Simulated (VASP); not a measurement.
A run of VASP 6.6.1 is set up as follows.

The input POSCAR:

```
Nb
1.0
   -1.6511317439      1.6511317439      1.6511317439
    1.6511317439     -1.6511317439      1.6511317439
    1.6511317439      1.6511317439     -1.6511317439
Nb
1
Direct
    0.0000000000      0.0000000000      0.0000000000
```

Contents of INCAR.step1:

```
ALGO = Normal
EDIFF = 1E-4
ENCUT = 520
GGA = PE
ISMEAR = 0
LASPH = True
LCHARG = False
LREAL = False
LWAVE = True
NBANDS = 12
NELM = 80
PREC = Accurate
SIGMA = 0.3
```

INCAR.step2

```
ALGO = Normal
EDIFF = 1E-6
ENCUT = 520
ISIF = 2
ISMEAR = 0
ISTART = 1
LASPH = True
LCHARG = False
LMIXTAU = True
LREAL = False
LWAVE = False
METAGGA = R2SCAN
NBANDS = 12
NELM = 80
PREC = Accurate
SIGMA = 0.3
```

The input KPOINTS:

```
k-points
0
Gamma
  13 13 13
```

Potentials or basis: VASP PAW PBE potentials, release 64 (Nb_sv).

Run with:

```sh
$ cat potpaw_PBE.64/Nb_sv/POTCAR > POTCAR
$ cp INCAR.step1 INCAR
$ mpirun -np 1 vasp_std > vasp.out
$ cp INCAR.step2 INCAR
$ mpirun -np 1 vasp_std > vasp.out
```

**Question.** Estimate the band gap on the k mesh.

**Answer.** Zero (an odd number of electrons rules out a gap without spin polarisation).

**Question.** What does it give for the pressure?

**Answer.** 0.0 GPa.

Caveat: so wide a smearing shifts energies and pressures; the PAW data sets were made with another functional, which shifts forces and pressure a little.
